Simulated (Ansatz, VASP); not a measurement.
# One calculation of Ga, two programs

```
Ga
1.0
    -1.38440    1.38440    2.31122
     1.38440   -1.38440    2.31122
     1.38440    1.38440   -2.31122
Ga
1
Direct
  0.00000 0.00000 0.00000
```

Alike in both runs: task single point; functional PBE; k mesh 13 × 13 × 13; occupations gaussian, width 0.011 eV; no spin polarisation.

|  | VASP | Ansatz |
| --- | --- | --- |
| version | VASP 6.6.1 | Ansatz 0.2.0 |
| potentials or method | VASP PAW PBE potentials, release 64 (Ga_d) | Ansatz PAW |
| plane-wave cutoff (eV) | 520 | 420 |
| valence electrons in the cell | 13 | 13 |

```csv
,VASP,Ansatz,Ansatz less VASP
gap on the k mesh at the Fermi level (eV),none,none,-
pressure (GPa),3.4,3.5,+0.08
"traceless stress, the component that is largest in VASP (GPa)",-0.05,-0.02,+0.030
```

A gap of «none» marks a metal or a gap that the smearing closes.
